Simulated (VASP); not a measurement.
PbS:

```xyz
4
Lattice="2.0800 -5.9913 0.0000 2.0800 5.9913 0.0000 0.0000 0.0000 4.2793" Properties=species:S:1:pos:R:3 pbc="T T T"
Pb    2.0800    4.4268    1.0698
Pb    2.0800   -4.4268    3.2095
S     2.0800    1.7399    1.0698
S     2.0800   -1.7399    3.2095
```

- Program: VASP 6.6.1
- Task: relaxation of cell and atoms
- Functional: PBE
- Potentials or basis: VASP PAW PBE potentials, release 64 (Pb_d, S)
- Cutoff: 600 eV
- k mesh: 7 × 7 × 6
- Occupations: fermi-dirac, width 0.05 eV
- Spin: no spin polarisation

At the start: pressure 1.0 GPa; volume 26.66 Å³/atom.

**Question.** Where does the relaxation end?

**Answer.** Over 10 steps the energy falls by 2.4 meV/atom and the volume is 27.47 Å³/atom (+3.0 %); space group Cmcm (No. 63, to 0.05 Å).

The path:
```
step  energy change (eV)  largest force (eV/Å)  pressure (GPa)  volume (Å³)
   1              0.0000                0.1028            1.05       106.65
   2             -0.0058                0.1307           -0.37       109.36
   3             -0.0069                0.0743            0.03       108.57
   4             -0.0074                0.0660            0.03       108.70
   5             -0.0086                0.0408            0.01       109.10
   6             -0.0096                0.0085           -0.01       109.90
   7             -0.0096                0.0290           -0.01       110.00
   8             -0.0098                0.0106           -0.02       109.95
   9             -0.0097                0.0076            0.07       109.82
  10             -0.0098                0.0075            0.02       109.89
```

Final structure:
```yaml
crystal:
  lattice:
    - [2.09535, -6.10198, 0.00000]
    - [2.09535, 6.10198, 0.00000]
    - [0.00000, 0.00000, 4.29747]
  atoms:
    - { symbol: Pb, position: [0.13324, 0.86676, 0.25000] }
    - { symbol: Pb, position: [0.86676, 0.13324, 0.75000] }
    - { symbol: S, position: [0.35517, 0.64483, 0.25000] }
    - { symbol: S, position: [0.64483, 0.35517, 0.75000] }
```
